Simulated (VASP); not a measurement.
# TlH5 (P6/mmm) in VASP: a series of runs, part 3 of 3

VASP 6.6.1. The steps go on from the part before.

## 6. Relaxation of cell and atoms, PBE

This run uses another cell than the first one, of 12.73 Å³/atom, 1.679 times its volume.

INCAR reads:

```
  PREC = Accurate
  ENCUT = 600
  EDIFF = 1E-6
  ISMEAR = 0
  SIGMA = 0.1
  LREAL = False
  LASPH = True
  NELM = 100
  ALGO = Normal
  ISIF = 3
  LWAVE = False
  LCHARG = False
  GGA = PE
  IBRION = 2
  NSW = 90
  EDIFFG = -0.04
```

KPOINTS reads:

```
Automatic mesh
0
Gamma
  6 6 4
```

POSCAR reads:

```
TlH5
1.0
    4.7674438200      0.0000000000      0.0000000000
   -2.3837219100      4.1287274600      0.0000000000
    0.0000000000      0.0000000000      3.8792927700
Tl H
1 5
Direct
    0.0000000000      0.0000000000      0.0000000000
    0.3333333300      0.6666666700      0.0000000000
    0.6666666700      0.3333333300      0.0000000000
    0.5000000000      0.0000000000      0.5000000000
    0.5000000000      0.5000000000      0.5000000000
    0.0000000000      0.5000000000      0.5000000000
```

Potentials or basis: VASP PAW PBE potentials, release 64 (Tl_d, H).

Run with:

```bash
cat potpaw_PBE.64/Tl_d/POTCAR potpaw_PBE.64/H/POTCAR > POTCAR
mpirun -np 1 vasp_std > vasp.out
```

OUTCAR:

```text
PREC = Accurate
   ENCUT = 600
   EDIFF = 1E-6
   ISMEAR = 0
   LREAL = False
   LASPH = True
   NELM = 100
   ISIF = 3
   GGA = PE
   IBRION = 2
   NSW = 90
   EDIFFG = -0.04

 ion  position               nearest neighbor table
   1  0.000  0.000  0.000-
   2  0.333  0.667  0.000-
   3  0.667  0.333  0.000-
   4  0.500  0.000  0.500-
   5  0.500  0.500  0.500-
   6  0.000  0.500  0.500-

  LATTYP: Found a hexagonal cell.
 ALAT       =     4.7674438200
 C/A-ratio  =     0.8137049783

  Lattice vectors:

 A1 = (   4.7674438200,   0.0000000000,   0.0000000000)
 A2 = (  -2.3837219100,   4.1287274600,   0.0000000000)
 A3 = (   0.0000000000,   0.0000000000,   3.8792927700)

Analysis of symmetry for initial positions (statically):
=====================================================================
 Subroutine PRICEL returns:
 Original cell was already a primitive cell.

 Routine SETGRP: Setting up the symmetry group for a
 hexagonal supercell.

 Subroutine GETGRP returns: Found 24 space group operations
 (whereof 24 operations were pure point group operations)
 out of a pool of 24 trial point group operations.

The static configuration has the point symmetry D_6h.

Analysis of symmetry for dynamics (positions and initial velocities):
=====================================================================
 Subroutine PRICEL returns:
 Original cell was already a primitive cell.

 Routine SETGRP: Setting up the symmetry group for a
 hexagonal supercell.

 Subroutine GETGRP returns: Found 24 space group operations
 (whereof 24 operations were pure point group operations)
 out of a pool of 24 trial point group operations.

The dynamic configuration has the point symmetry D_6h.

 Subroutine INISYM returns: Found 24 space group operations
 (whereof 24 operations are pure point group operations),
 and found     1 'primitive' translations

----------------------------------------------------------------------------------------

                                     Primitive cell

  volume of cell :      76.3580

  direct lattice vectors                    reciprocal lattice vectors
     4.767443820  0.000000000  0.000000000     0.209756011  0.121102690  0.000000000
    -2.383721910  4.128727460  0.000000000     0.000000000  0.242205379  0.000000000
     0.000000000  0.000000000  3.879292770     0.000000000  0.000000000  0.257778946

  length of vectors
     4.767443820  4.767443821  3.879292770     0.242205379  0.242205379  0.257778946

  position of ions in fractional coordinates (direct lattice)
     0.000000000  0.000000000  0.000000000
     0.333333330  0.666666670  0.000000000
     0.666666670  0.333333330  0.000000000
     0.500000000  0.000000000  0.500000000
     0.500000000  0.500000000  0.500000000
     0.000000000  0.500000000  0.500000000

  ion indices of the primitive-cell ions
   primitive index   ion index
                 1           1
                 2           2
                 3           3
                 4           4
                 5           5
                 6           6

----------------------------------------------------------------------------------------

 KPOINTS: Automatic mesh

Automatic generation of k-mesh.
 Grid dimensions read from file:
 generate k-points for:    6    6    4

 Generating k-lattice:

  Cartesian coordinates                     Fractional coordinates (reciprocal lattice)
     0.034959335  0.020183782  0.000000000     0.166666667  0.000000000  0.000000000
     0.000000000  0.040367563  0.000000000     0.000000000  0.166666667  0.000000000
     0.000000000  0.000000000  0.064444736     0.000000000  0.000000000  0.250000000

  Length of vectors
     0.040367563  0.040367563  0.064444736

  Shift w.r.t. Gamma in fractional coordinates (k-lattice)
     0.000000000  0.000000000  0.000000000

 Subroutine IBZKPT returns following result:
 ===========================================

 Found     21 irreducible k-points:

 Following reciprocal coordinates:
            Coordinates               Weight
  0.000000  0.000000  0.000000      1.000000
  0.166667  0.000000  0.000000      6.000000
  0.333333  0.000000  0.000000      6.000000
  0.500000  0.000000  0.000000      3.000000
  0.166667  0.166667  0.000000      6.000000
  0.333333  0.166667  0.000000     12.000000
[... 13 lines left out ...]
  0.333333  0.166667  0.500000     12.000000
  0.333333  0.333333  0.500000      2.000000
   k-points           NKPTS =     21   k-points in BZ     NKDIM =     21   number of bands    NBANDS=     13
   number of dos      NEDOS =    301   number of ions     NIONS =      6
   total plane-waves  NPLWV =  51200
   dimension x,y,z NGX =    40 NGY =   40 NGZ =   32
   dimension x,y,z NGXF=    80 NGYF=   80 NGZF=   64
   ions per type =               1   5
   NGX,Y,Z   is equivalent  to a cutoff of  13.95, 13.95, 13.71 a.u.
   NGXF,Y,Z  is equivalent  to a cutoff of  27.90, 27.90, 27.43 a.u.
 SYSTEM =  unknown system
   PREC   = accura    normal or accurate (medium, high low for compatibility)
   ISTART =      0    job   : 0-new  1-cont  2-samecut
   ICHARG =      2    charge: 1-file 2-atom 10-const
   ISPIN  =      1    spin polarized calculation?
   LNONCOLLINEAR =      F non collinear calculations
   LSORBIT =      F    spin-orbit coupling
   LASPH  =      T    aspherical Exc in radial PAW
   ENCUT  =  600.0 eV  44.10 Ry    6.64 a.u.   9.52  9.52  7.75*2*pi/ulx,y,z
   NELM   =    100;   NELMIN=  2; NELMDL= -5     # of ELM steps
   EDIFF  = 0.1E-05   stopping-criterion for ELM
   LREAL  =      F    real-space projection
   EDIFFG = -.4E-01   stopping-criterion for IOM
   NSW    =     90    number of steps for IOM
   IBRION =      2    ionic relax: 0-MD 1-quasi-New 2-CG
   NFREE  =      1    steps in history (QN), initial steepest desc. (CG)
   ISIF   =      3    stress and relaxation
   ISYM   =      2    0-nonsym 1-usesym 2-fastsym
   POTIM  = 0.5000    time-step for ionic-motion
   TEBEG  =    0.0;   TEEND  =   0.0 temperature during run
   PSTRESS=    0.0 pullay stress
   NELECT =      18.0000    total number of electrons
   NUPDOWN=      -1.0000    fix difference up-down
   EMIN   =  10.00;   EMAX   =-10.00  energy-range for DOS
   EFERMI =   0.00;   METHOD = LEGACY
   ISMEAR =     0;   SIGMA  =   0.10  broadening in eV -4-tet -1-fermi 0-gaus
   EFERMI_NEDOS =   21; number of points for ismear=-14 and -15
   IALGO  =     38    algorithm
   IMIX   =      4    mixing-type and parameters
     AMIX     =   0.40;   BMIX     =  1.00
     AMIX_MAG =   1.60;   BMIX_MAG =  1.00
  volume/ion in A,a.u.               =      12.73        85.88
  Fermi-wavevector in a.u.,A,eV,Ry     =   1.011302  1.911084 13.915111  1.022732
  Thomas-Fermi vector in A             =   2.144343
   LORBIT       =      0    0 simple, 1 ext, 2 COOP (PROOUT), +10 PAW based schemes
   GGA     = PE    functional components
   LHFCALC =     F    Hartree Fock is set to
   AEXX    =    0.0000 exact exchange contribution
   IVDW    =     0    specifies the selected vdW correction
   LEPSILON=     F    determine dielectric tensor
   LRPA    =     F    only Hartree local field effects (RPA)
 conjugate gradient relaxation of ions
 non-spin polarized calculation
 Gauss-broadening in eV      SIGMA  =   0.10
  energy-cutoff  :      600.00
  volume of cell :       76.36
 maximum number of plane-waves:      2583
 NGX is ok and might be reduce to    40
   NGX = 19   NGY = 19   NGZ = 15

--------------------------------------- Ionic step        1  -------------------------------------------

 number of electron      18.0000003 magnetization

 Free energy of the ion-electron system (eV)
  ---------------------------------------------------
  ext. energy  EPLUGINS =         0.00000000
  ---------------------------------------------------
  free energy    TOTEN  =       -10.11221627 eV

  energy without entropy =      -10.09498449  energy(sigma->0) =      -10.10360038

------------------------ aborting loop because EDIFF is reached ----------------------------------------

  FORCE on cell =-STRESS in cart. coord.  units (eV):
  Direction    XX          YY          ZZ          XY          YZ          ZX
  --------------------------------------------------------------------------------------
  -------------------------------------------------------------------------------------
  Total       -4.7987287     -4.7987287     -3.7965725      0.0000000     -0.0000000      0.0000000
  in kB     -100.6890911   -100.6890911    -79.6613980      0.0000000     -0.0000000      0.0000000
  external PRESSURE =     -93.6798601 kB  Pullay stress =       0.0000000 kB
[... 831 lines left out ...]
  energy  without entropy=      -11.6041932041  energy(sigma->0) =      -11.60887068

--------------------------------------- Ionic step        5  -------------------------------------------

 number of electron      17.9999998 magnetization

 Free energy of the ion-electron system (eV)
  ---------------------------------------------------
  ext. energy  EPLUGINS =         0.00000000
  ---------------------------------------------------
  free energy    TOTEN  =       -11.63421498 eV

  energy without entropy =      -11.62587069  energy(sigma->0) =      -11.63004284

 E-fermi :   4.0158     XC(G=0): -10.4550

 val. band max:        3.9749181302   @ k =   0.1667   0.0000   0.5000
 cond. band min:       4.1233225205   @ k =   0.0000   0.0000   0.0000
 fundamental gap:      0.1484043902
 Fermi energy:         4.0158041256

 k-point     1 :       0.0000    0.0000    0.0000
  band No.  band energies     occupation
      1      -7.4317      2.00000
      2      -7.0638      2.00000
      3      -6.8504      2.00000
      4      -6.8504      2.00000
      5      -6.5541      2.00000
      6      -6.5541      2.00000
      7       3.5363      2.00000
      8       4.1233      0.12838
      9       5.0171      0.00000
     10       5.0171      0.00000
     11       6.6227      0.00000
     12       8.1063      0.00000
[... 352 lines left out ...]
  FREE ENERGIE OF THE ION-ELECTRON SYSTEM (eV)
  ---------------------------------------------------
  free  energy   TOTEN  =       -11.6342149793 eV

  energy  without entropy=      -11.6258706915  energy(sigma->0) =      -11.63004284

 reached required accuracy - stopping structural energy minimisation
```

It took 43 s on 1 thread of Intel Xeon 6975P-C (Granite Rapids), shared host; peak memory 0.23 GiB.

What came out:

```
Free energy                            : -11.6342 eV
Relaxed volume                         : 7.62 Å³/atom
Relaxed cell                           : a = 3.963 Å, b = 3.963 Å, c = 3.361 Å, α = 90.00°, β = 90.00°, γ = 120.00°
Space group after relaxing (to 0.05 Å) : P6/mmm (No. 191)
Energy gained by relaxing              : 253.7 meV/atom
Ionic steps                            : 5
Pressure after relaxing                : -0.3 GPa
Band gap on the k mesh                 : zero (band 9 reaches 6.11 eV, above the bottom of band 10 at 0.95 eV)
```

Stress tensor (GPa, compression positive):
```
-0.23  0.00  0.00
 0.00 -0.23  0.00
 0.00  0.00 -0.53
```

Step by step:
```tsv
step	energy change (eV)	largest force (eV/Å)	pressure (GPa)	volume (Å³)
1	0.0000	0.0000	-9.37	76.36
2	-0.4772	0.0000	-9.64	68.42
3	-1.5014	0.0000	-2.77	47.94
4	-1.5013	0.0000	3.12	43.52
5	-1.5220	0.0000	-0.33	45.72
```

Final structure:
```yaml
crystal:
  lattice:
    - [3.96309, 0.00000, 0.00000]
    - [-1.98155, 3.43214, 0.00000]
    - [0.00000, 0.00000, 3.36147]
  atoms:
    - { symbol: Tl, position: [0.00000, 0.00000, 0.00000] }
    - { symbol: H, position: [0.33333, 0.66667, 0.00000] }
    - { symbol: H, position: [0.66667, 0.33333, 0.00000] }
    - { symbol: H, position: [0.50000, 0.00000, 0.50000] }
    - { symbol: H, position: [0.50000, 0.50000, 0.50000] }
    - { symbol: H, position: [0.00000, 0.50000, 0.50000] }
```

Caveat: the k points lie up to 0.47 Å⁻¹ apart in the final cell; the volume moved by over 15 % at a fixed basis, so the end points are rough; spin-orbit coupling is left out, which moves the levels of the heavy elements.

## 7. Overview

```csv
task,cell,k mesh,cutoff (eV),gap on the mesh (eV),pressure (GPa),relaxed volume (Å³/atom)
single point,"a = 4.005, b = 4.005, c = 3.274 Å, angles 90.0, 90.0, 120.0°, 6 atoms",6 × 6 × 4,520,none,-0.4,-
single point,"a = 3.630, b = 3.630, c = 4.421 Å, angles 90.0, 90.0, 120.0°, 6 atoms",6 × 6 × 6,520,none,-0.2,-
single point,"a = 4.767, b = 4.767, c = 3.879 Å, angles 90.0, 90.0, 120.0°, 6 atoms",6 × 6 × 4,520,none,-9.5,-
relaxation of cell and atoms,"relaxed from a = 4.005, b = 4.005, c = 3.274 Å, angles 90.0, 90.0, 120.0°, 6 atoms",6 × 6 × 6,600,none,-0.3,8.38
relaxation of cell and atoms,"relaxed from a = 4.767, b = 4.767, c = 3.879 Å, angles 90.0, 90.0, 120.0°, 6 atoms",6 × 6 × 4,600,none,-0.3,7.62
```

Alike in all rows: level PBE; potentials or basis VASP PAW PBE potentials, release 64 (Tl_d, H); no spin polarisation; smearing gaussian 0.1 eV.

Caveats: some runs use coarse meshes; spin-orbit coupling is left out, which moves the levels of the heavy elements; the volume moved by over 15 % at a fixed basis, so the end points are rough (some runs).

Absolute energies hang on the potentials; compare differences alone.
